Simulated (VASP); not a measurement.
# SrAl2H2 (P3m1) in VASP: a series of runs

The runs below take SrAl2H2 through single point, with LDA.

Everything below comes from runs of VASP 6.6.1. Logs are shortened: lines on timing, memory, paths and dates and some standing lists are left out, and cuts for length are marked.

### Step 1. The cell of the first run

Symmetry: P3m1, No. 156, trigonal system. Conventional cell: a = 4.525 Å, b = 4.525 Å, c = 4.721 Å, α = 90.00°, β = 90.00°, γ = 120.00°. Within 3.5 Å of Sr (site symmetry 3m) lie 6 H at 2.64 to 2.66 Å and 6 Al at 3.36 to 3.43 Å. Within 2.3 Å of Al (site symmetry 3m) lie 1 H at 1.71 Å. Al (site symmetry 3m) has 1 H at 1.71 Å within 2.3 Å. Within 2.3 Å of H (site symmetry 3m) lie 1 Al at 1.71 Å. H (site symmetry 3m) has 1 Al at 1.71 Å within 2.3 Å.

### Step 2. Single point, LDA (all Sr atoms moved -0.050 Å, as atom 1 along Cartesian [0 0 1])

INCAR

```
SYSTEM = SrAl2H2
  PREC = Accurate
  ENCUT = 520
  EDIFF = 1E-6
  ISMEAR = 0
  SIGMA = 0.15
  LREAL = .FALSE.
  LASPH = .TRUE.
  NELM = 100
  ALGO = Normal
  ISIF = 2
  LWAVE = .FALSE.
  LCHARG = .FALSE.
  GGA = CA
  NBANDS = 17
```

KPOINTS

```
regular mesh
0
G
  12 12 10
  0 0 0
```

POSCAR

```
SrAl2H2
1.0
    4.5252979390      0.0000000000      0.0000000000
   -2.2626489695      3.9190229748      0.0000000000
    0.0000000000      0.0000000000      4.7214000000
Sr Al H
1 2 2
Direct
    0.0000000000      0.0000000000     -0.0105900792
    0.3333333333      0.6666666667      0.4589000000
    0.6666666667      0.3333333333      0.5411000000
    0.3333333333      0.6666666667      0.0976000000
    0.6666666667      0.3333333333      0.9024000000
```

Potentials or basis: VASP PAW LDA potentials, release 64 (Sr_sv, Al, H).

Run with:

```sh
> cat potpaw_LDA.64/Sr_sv/POTCAR potpaw_LDA.64/Al/POTCAR potpaw_LDA.64/H/POTCAR > POTCAR
> mpirun -np 1 vasp_std > vasp.out
```

OUTCAR:

```text
SYSTEM = SrAl2H2
   PREC = Accurate
   ENCUT = 520
   EDIFF = 1E-6
   ISMEAR = 0
   LREAL = .FALSE.
   LASPH = .TRUE.
   NELM = 100
   ISIF = 2
   GGA = CA

 ion  position               nearest neighbor table
   1  0.000  0.000  0.989-   5 2.64   5 2.64   5 2.64   4 2.66   4 2.66   4 2.66   3 3.36   3 3.36
                             3 3.36   2 3.43   2 3.43   2 3.43   2 3.62   2 3.62   2 3.62   3 3.69
   2  0.333  0.667  0.459-   4 1.71   3 2.64   3 2.64   3 2.64   1 3.43   1 3.43   1 3.43   1 3.62
                             1 3.62   1 3.62
   3  0.667  0.333  0.541-   5 1.71   2 2.64   2 2.64   2 2.64   1 3.36   1 3.36   1 3.36   1 3.69
                             1 3.69   1 3.69
   4  0.333  0.667  0.098-   2 1.71   1 2.66   1 2.66   1 2.66
   5  0.667  0.333  0.902-   3 1.71   1 2.64   1 2.64   1 2.64

  LATTYP: Found a hexagonal cell.
 ALAT       =     4.5252979390
 C/A-ratio  =     1.0433346188

  Lattice vectors:

 A1 = (   4.5252979390,   0.0000000000,   0.0000000000)
 A2 = (  -2.2626489695,   3.9190229748,   0.0000000000)
 A3 = (   0.0000000000,   0.0000000000,   4.7214000000)

Analysis of symmetry for initial positions (statically):
=====================================================================
 Subroutine PRICEL returns:
 Original cell was already a primitive cell.

 Routine SETGRP: Setting up the symmetry group for a
 hexagonal supercell.

 Subroutine GETGRP returns: Found  6 space group operations
 (whereof  6 operations were pure point group operations)
 out of a pool of 24 trial point group operations.

The static configuration has the point symmetry C_3v.

Analysis of symmetry for dynamics (positions and initial velocities):
=====================================================================
 Subroutine PRICEL returns:
 Original cell was already a primitive cell.

 Routine SETGRP: Setting up the symmetry group for a
 hexagonal supercell.

 Subroutine GETGRP returns: Found  6 space group operations
 (whereof  6 operations were pure point group operations)
 out of a pool of 24 trial point group operations.

The dynamic configuration has the point symmetry C_3v.

 Subroutine INISYM returns: Found  6 space group operations
 (whereof  6 operations are pure point group operations),
 and found     1 'primitive' translations

----------------------------------------------------------------------------------------

                                     Primitive cell

  volume of cell :      83.7328

  direct lattice vectors                    reciprocal lattice vectors
     4.525297939  0.000000000  0.000000000     0.220979925  0.127582819  0.000000000
    -2.262648969  3.919022975  0.000000000     0.000000000  0.255165639  0.000000000
     0.000000000  0.000000000  4.721400000     0.000000000  0.000000000  0.211801584

  length of vectors
     4.525297939  4.525297939  4.721400000     0.255165639  0.255165639  0.211801584

  position of ions in fractional coordinates (direct lattice)
     0.000000000  0.000000000  0.989409921
     0.333333333  0.666666667  0.458900000
     0.666666667  0.333333333  0.541100000
     0.333333333  0.666666667  0.097600000
     0.666666667  0.333333333  0.902400000

  ion indices of the primitive-cell ions
   primitive index   ion index
                 1           1
                 2           2
                 3           3
                 4           4
                 5           5

----------------------------------------------------------------------------------------

 KPOINTS: regular mesh

Automatic generation of k-mesh.
 Grid dimensions read from file:
 generate k-points for:   12   12   10

 Generating k-lattice:

  Cartesian coordinates                     Fractional coordinates (reciprocal lattice)
     0.018414994  0.010631902  0.000000000     0.083333333 -0.000000000  0.000000000
     0.000000000  0.021263803  0.000000000     0.000000000  0.083333333  0.000000000
     0.000000000  0.000000000  0.021180158     0.000000000  0.000000000  0.100000000

  Length of vectors
     0.021263803  0.021263803  0.021180158

  Shift w.r.t. Gamma in fractional coordinates (k-lattice)
     0.000000000  0.000000000  0.000000000

 Subroutine IBZKPT returns following result:
 ===========================================

 Found    162 irreducible k-points:

 Following reciprocal coordinates:
            Coordinates               Weight
  0.000000  0.000000  0.000000      1.000000
  0.083333  0.000000  0.000000      6.000000
  0.166667  0.000000  0.000000      6.000000
  0.250000  0.000000  0.000000      6.000000
  0.333333  0.000000  0.000000      6.000000
  0.416667  0.000000  0.000000      6.000000
[... 16 lines left out ...]
  0.166667  0.000000  0.100000      6.000000
  0.000000  0.166667  0.100000      6.000000
 [... further k-points ...]
   k-points           NKPTS =    162   k-points in BZ     NKDIM =    162   number of bands    NBANDS=     17
   number of dos      NEDOS =    301   number of ions     NIONS =      5
   total plane-waves  NPLWV =  46656
   dimension x,y,z NGX =    36 NGY =   36 NGZ =   36
   dimension x,y,z NGXF=    72 NGYF=   72 NGZF=   72
   ions per type =               1   2   2
   NGX,Y,Z   is equivalent  to a cutoff of  13.23, 13.23, 12.68 a.u.
   NGXF,Y,Z  is equivalent  to a cutoff of  26.45, 26.45, 25.35 a.u.
 SYSTEM =  SrAl2H2
   PREC   = accura    normal or accurate (medium, high low for compatibility)
   ISTART =      0    job   : 0-new  1-cont  2-samecut
   ICHARG =      2    charge: 1-file 2-atom 10-const
   ISPIN  =      1    spin polarized calculation?
   LNONCOLLINEAR =      F non collinear calculations
   LSORBIT =      F    spin-orbit coupling
   LASPH  =      T    aspherical Exc in radial PAW
   ENCUT  =  520.0 eV  38.22 Ry    6.18 a.u.   8.41  8.41  8.78*2*pi/ulx,y,z
   NELM   =    100;   NELMIN=  2; NELMDL= -5     # of ELM steps
   EDIFF  = 0.1E-05   stopping-criterion for ELM
   LREAL  =      F    real-space projection
   EDIFFG = 0.1E-04   stopping-criterion for IOM
   NSW    =      0    number of steps for IOM
   IBRION =     -1    ionic relax: 0-MD 1-quasi-New 2-CG
   NFREE  =      0    steps in history (QN), initial steepest desc. (CG)
   ISIF   =      2    stress and relaxation
   ISYM   =      2    0-nonsym 1-usesym 2-fastsym
   POTIM  = 0.5000    time-step for ionic-motion
   TEBEG  =    0.0;   TEEND  =   0.0 temperature during run
   PSTRESS=    0.0 pullay stress
   NELECT =      18.0000    total number of electrons
   NUPDOWN=      -1.0000    fix difference up-down
   EMIN   =  10.00;   EMAX   =-10.00  energy-range for DOS
   EFERMI =   0.00;   METHOD = LEGACY
   ISMEAR =     0;   SIGMA  =   0.15  broadening in eV -4-tet -1-fermi 0-gaus
   EFERMI_NEDOS =   21; number of points for ismear=-14 and -15
   IALGO  =     38    algorithm
   IMIX   =      4    mixing-type and parameters
     AMIX     =   0.40;   BMIX     =  1.00
     AMIX_MAG =   1.60;   BMIX_MAG =  1.00
  volume/ion in A,a.u.               =      16.75       113.01
  Fermi-wavevector in a.u.,A,eV,Ry     =   0.980694  1.853244 13.085562  0.961762
  Thomas-Fermi vector in A             =   2.111644
   LORBIT       =      0    0 simple, 1 ext, 2 COOP (PROOUT), +10 PAW based schemes
   GGA     = CA    functional components
   LHFCALC =     F    Hartree Fock is set to
   AEXX    =    0.0000 exact exchange contribution
   IVDW    =     0    specifies the selected vdW correction
   LEPSILON=     F    determine dielectric tensor
   LRPA    =     F    only Hartree local field effects (RPA)
 non-spin polarized calculation
 Gauss-broadening in eV      SIGMA  =   0.15
  energy-cutoff  :      520.00
  volume of cell :       83.73
 maximum number of plane-waves:      2292
 NGX is ok and might be reduce to    36
   NGX = 17   NGY = 17   NGZ = 17

 number of electron      17.9999999 magnetization

 Free energy of the ion-electron system (eV)
  ---------------------------------------------------
  ext. energy  EPLUGINS =         0.00000000
  ---------------------------------------------------
  free energy    TOTEN  =       -18.96100490 eV

  energy without entropy =      -18.95799611  energy(sigma->0) =      -18.95950051

 E-fermi :   3.8813     XC(G=0):  -9.3183

 val. band max:        3.8362041618   @ k =   0.4167   0.0000   0.1000
 cond. band min:       3.9398788147   @ k =   0.0833   0.0000   0.4000
 fundamental gap:      0.1036746528
 Fermi energy:         3.8813081238

 k-point     1 :       0.0000    0.0000    0.0000
  band No.  band energies     occupation
      1     -31.6680      2.00000
      2     -13.8063      2.00000
      3     -13.7580      2.00000
      4     -13.7580      2.00000
      5      -4.8288      2.00000
      6      -0.2749      2.00000
[... 9 lines left out ...]
     16       8.2280      0.00000
     17       8.2280      0.00000

 k-point     2 :       0.0833    0.0000    0.0000
  band No.  band energies     occupation
      1     -31.6676      2.00000
      2     -13.8050      2.00000
      3     -13.7683      2.00000
      4     -13.7599      2.00000
      5      -4.7570      2.00000
      6      -0.3916      2.00000
[... 9 lines left out ...]
     16       8.0855      0.00000
     17       8.3983      0.00000

 k-point     3 :       0.1667    0.0000    0.0000
  band No.  band energies     occupation
      1     -31.6666      2.00000
      2     -13.8016      2.00000
      3     -13.7959      2.00000
      4     -13.7650      2.00000
      5      -4.5473      2.00000
      6      -0.7029      2.00000
[... 9 lines left out ...]
     16       8.3652      0.00000
     17       8.8990      0.00000

 k-point     4 :       0.2500    0.0000    0.0000
  band No.  band energies     occupation
      1     -31.6651      2.00000
      2     -13.8336      2.00000
      3     -13.7964      2.00000
      4     -13.7720      2.00000
      5      -4.2163      2.00000
      6      -1.1293      2.00000
[... 9 lines left out ...]
     16       8.8347      0.00000
     17       9.6461      0.00000
[... 343 lines left out ...]
      1     -31.6675      2.00000
      2     -13.8110      2.00000
      3     -13.7678      2.00000
      4     -13.7594      2.00000
      5      -4.6892      2.00000
      6      -0.6406      2.00000
[... 9 lines left out ...]
     16       7.9953      0.00000
     17       8.5156      0.00000

 k-point    23 :       0.1667    0.0000    0.1000
  band No.  band energies     occupation
      1     -31.6664      2.00000
      2     -13.8077      2.00000
      3     -13.7950      2.00000
      4     -13.7645      2.00000
      5      -4.4804      2.00000
      6      -0.8557      2.00000
[... 9 lines left out ...]
     16       8.2770      0.00000
     17       8.7487      0.00000

 k-point    24 :       0.0000    0.1667    0.1000
  band No.  band energies     occupation
      1     -31.6664      2.00000
      2     -13.8072      2.00000
      3     -13.7954      2.00000
      4     -13.7645      2.00000
      5      -4.4844      2.00000
      6      -0.8103      2.00000
[... 9 lines left out ...]
     16       8.4526      0.00000
     17       8.6811      0.00000

 [... further k-points ...]
[... 5 lines left out ...]
  --------------------------------------------------------------------------------------
  -------------------------------------------------------------------------------------
  Total       -1.6124696     -1.6124696     -1.2039692      0.0000000      0.0000000      0.0000000
  in kB      -30.8536340    -30.8536340    -23.0372253      0.0000000      0.0000000      0.0000000
  external PRESSURE =     -28.2481644 kB  Pullay stress =       0.0000000 kB

 VOLUME and BASIS-vectors are now :
 -----------------------------------------------------------------------------
  energy-cutoff  :      520.00
  volume of cell :       83.73
      direct lattice vectors                 reciprocal lattice vectors
     4.525297939  0.000000000  0.000000000     0.220979925  0.127582819  0.000000000
    -2.262648969  3.919022975  0.000000000     0.000000000  0.255165639  0.000000000
     0.000000000  0.000000000  4.721400000     0.000000000  0.000000000  0.211801584

 POSITION                                       TOTAL-FORCE (eV/Angst)
 -----------------------------------------------------------------------------------
      0.00000      0.00000      4.67140         0.000000      0.000000      0.103788
     -0.00000      2.61268      2.16665         0.000000      0.000000      0.119791
      2.26265      1.30634      2.55475        -0.000000      0.000000     -0.221052
     -0.00000      2.61268      0.46081         0.000000     -0.000000     -0.106954
      2.26265      1.30634      4.26059         0.000000      0.000000      0.104427
 -----------------------------------------------------------------------------------
    total drift:                                0.000000      0.000000     -0.000035

  FREE ENERGIE OF THE ION-ELECTRON SYSTEM (eV)
  ---------------------------------------------------
  free  energy   TOTEN  =       -18.9610049038 eV

  energy  without entropy=      -18.9579961109  energy(sigma->0) =      -18.95950051
```

Run time: 80 s. Hardware: 1 thread of Intel Xeon 6975P-C (Granite Rapids), shared host; peak memory 0.35 GiB.

What came out:

| Quantity | Value |
| --- | --- |
| Free energy | -18.9610 eV |
| Pressure | -2.8 GPa |
| Largest force | 0.221 eV/Å |
| Band gap on the k mesh | zero (band 9 reaches 4.32 eV, above the bottom of band 10 at 3.69 eV) |

Forces in eV/Å, atoms in the order of the input:
```
Sr   0.000  0.000  0.104
Al   0.000  0.000  0.120
Al   0.000  0.000 -0.221
H    0.000  0.000 -0.107
H    0.000  0.000  0.104
```

Stress tensor (GPa, compression positive):
```
-3.09  0.00  0.00
 0.00 -3.09  0.00
 0.00  0.00 -2.30
```

Levels at points of the mesh, in eV from the Fermi level:
```
           k point  band 5  band 6  band 7  band 8  band 9  band 10  band 11  band 12  band 13  band 14
(0.00, 0.00, 0.00)   -8.71   -4.16   -3.29   -0.54   -0.54     0.43     2.77     2.77     3.72     3.72
(0.50, 0.00, 0.00)   -6.87   -6.32   -2.81   -1.84   -0.96    -0.19     2.00     2.40     2.68     4.19
(0.00, 0.00, 0.50)   -7.34   -6.83   -2.33    0.44    0.44     1.10     1.10     1.56     1.79     1.79
(0.50, 0.00, 0.50)   -6.51   -5.59   -4.07   -3.64   -1.33     1.43     2.61     3.79     4.58     4.64
```

Caveat: the cell differs from its parent crystal (all Sr atoms moved -0.050 Å, as atom 1 along Cartesian [0 0 1]).

### Step 3. Single point, LDA (all Sr atoms moved +0.075 Å, as atom 1 along Cartesian [0 0 1])

INCAR

```
SYSTEM = SrAl2H2
PREC     = Accurate       ! precision mode
ENCUT    = 520            ! plane-wave cutoff, eV
EDIFF    = 1E-7           ! SCF threshold, eV
ISMEAR   = 0              ! smearing method
SIGMA    = 0.15           ! smearing width, eV
LREAL    = .False.        ! projectors in reciprocal space
LASPH    = .True.         ! aspherical terms in the spheres
NELM     = 100            ! most SCF steps
ALGO     = Normal         ! electronic algorithm
ISIF     = 2              ! what is computed and relaxed
LWAVE    = .False.        ! write WAVECAR
LCHARG   = .False.        ! write CHGCAR
NBANDS   = 17             ! bands
```

KPOINTS

```
Automatic mesh
0
Gamma
  12 12 10
  0 0 0
```

Changes to POSCAR since step 2:

```diff
@@ -8,3 +8,3 @@
 Direct
-    0.0000000000      0.0000000000     -0.0105900792
+    0.0000000000      0.0000000000      0.0158851188
     0.3333333333      0.6666666667      0.4589000000
```

Potentials or basis: VASP PAW LDA potentials, release 64 (Sr_sv, Al, H).

Run with:

```sh
> cat potpaw_LDA.64/Sr_sv/POTCAR potpaw_LDA.64/Al/POTCAR potpaw_LDA.64/H/POTCAR > POTCAR
> mpirun -np 1 vasp_std > vasp.out
```

Wall time 84 s (1 thread of Intel Xeon 6975P-C (Granite Rapids), shared host); peak memory 0.36 GiB.

The run converged. Its results:

```
Free energy            : -18.9578 eV
Pressure               : -2.8 GPa
Largest force          : 0.246 eV/Å
Band gap on the k mesh : zero (band 9 reaches 4.31 eV, above the bottom of band 10 at 3.70 eV)
```

Forces on the atoms (eV/Å):
```
Sr   0.000  0.000 -0.156
Al   0.000  0.000  0.246
Al   0.000  0.000 -0.094
H    0.000  0.000 -0.104
H    0.000  0.000  0.108
```

Stress tensor (GPa, compression positive):
```
-3.06  0.00  0.00
 0.00 -3.06  0.00
 0.00  0.00 -2.27
```

Levels at points of the mesh, in eV from the Fermi level:
| k point | band 7 | band 8 | band 9 | band 10 | band 11 | band 12 |
| --- | --- | --- | --- | --- | --- | --- |
| (0.00, 0.00, 0.00) | -3.29 | -0.54 | -0.54 | 0.43 | 2.76 | 2.76 |
| (0.50, 0.00, 0.00) | -2.81 | -1.84 | -0.96 | -0.18 | 1.99 | 2.39 |
| (0.00, 0.00, 0.50) | -2.33 | 0.43 | 0.43 | 1.10 | 1.10 | 1.56 |
| (0.50, 0.00, 0.50) | -4.07 | -3.64 | -1.33 | 1.43 | 2.61 | 3.78 |

Caveat: the cell differs from its parent crystal (all Sr atoms moved +0.075 Å, as atom 1 along Cartesian [0 0 1]).

### Step 4. Single point, LDA (all Sr atoms moved -0.100 Å, as atom 1 along Cartesian [0 0 1])

INCAR

```
PREC = Accurate ; ENCUT = 520
EDIFF = 1E-6 ; ISMEAR = 0
SIGMA = 0.15 ; LREAL = False
LASPH = True ; NELM = 100
ALGO = Normal ; ISIF = 2
LWAVE = False ; LCHARG = False
GGA = CA ; NBANDS = 17
```

KPOINTS

```
regular mesh
0
Gamma
  12 12 10
```

Changes to POSCAR since step 3:

```diff
@@ -8,3 +8,3 @@
 Direct
-    0.0000000000      0.0000000000      0.0158851188
+    0.0000000000      0.0000000000     -0.0211801584
     0.3333333333      0.6666666667      0.4589000000
```

Run with:

```sh
> cat potpaw_LDA.64/Sr_sv/POTCAR potpaw_LDA.64/Al/POTCAR potpaw_LDA.64/H/POTCAR > POTCAR
> mpirun -np 1 vasp_std > vasp.out
```

Wall time 85 s (1 thread of Intel Xeon 6975P-C (Granite Rapids), shared host); peak memory 0.35 GiB.

Results (log left out):

| Property | Result |
| --- | --- |
| Free energy | -18.9532 eV |
| Pressure | -2.8 GPa |
| Largest force | 0.270 eV/Å |
| Band gap on the k mesh | zero (band 9 reaches 4.30 eV, above the bottom of band 10 at 3.71 eV) |

Forces on the atoms (eV/Å):
```
Sr   0.000  0.000  0.209
Al   0.000  0.000  0.067
Al   0.000  0.000 -0.270
H    0.000  0.000 -0.109
H    0.000  0.000  0.104
```

Stress tensor (GPa, compression positive):
```
-3.03  0.00  0.00
 0.00 -3.03  0.00
 0.00  0.00 -2.23
```

Levels at points of the mesh, in eV from the Fermi level:
```
           k point  band 6  band 7  band 8  band 9  band 10  band 11  band 12  band 13
(0.00, 0.00, 0.00)   -4.16   -3.28   -0.55   -0.55     0.42     2.75     2.75     3.75
(0.50, 0.00, 0.00)   -6.32   -2.81   -1.85   -0.96    -0.17     1.99     2.39     2.69
(0.00, 0.00, 0.50)   -6.83   -2.33    0.42    0.42     1.11     1.11     1.55     1.81
(0.50, 0.00, 0.50)   -5.59   -4.07   -3.64   -1.33     1.42     2.61     3.78     4.57
```

Caveat: the cell differs from its parent crystal (all Sr atoms moved -0.100 Å, as atom 1 along Cartesian [0 0 1]).

(Continued in part 2 of 2.)
